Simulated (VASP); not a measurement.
Here is a VASP 6.6.1 calculation.

INCAR

```
SYSTEM = Ca
PREC = Accurate
ENCUT = 500
EDIFF = 1E-6
ISMEAR = -1
SIGMA = 0.08
LREAL = .FALSE.
LASPH = .TRUE.
NELM = 120
ALGO = Normal
ISIF = 2
LWAVE = .FALSE.
LCHARG = .FALSE.
GGA = PE
NBANDS = 11
GGA_COMPAT = .FALSE.
```

Contents of KPOINTS:

```
regular mesh
0
G
  11 11 11
  0 0 0
```

File POSCAR:

```
Ca
1.0
    0.0000000000      2.7942000000      2.7942000000
    2.7942000000      0.0000000000      2.7942000000
    2.7942000000      2.7942000000      0.0000000000
Ca
1
Direct
    0.0000000000      0.0000000000      0.0000000000
```

Potentials or basis: VASP PAW PBE potentials, release 64 (Ca_sv).

The run is started by

```sh
$ cat potpaw_PBE.64/Ca_sv/POTCAR > POTCAR
$ mpirun -np 1 vasp_std > vasp.out
```

(1) What does it give for the pressure?

(2) What does it give for the band gap on the k mesh?

Answers

(1) -0.6 GPa.

(2) zero (bands 5 and 6 overlap by 0.31 eV).
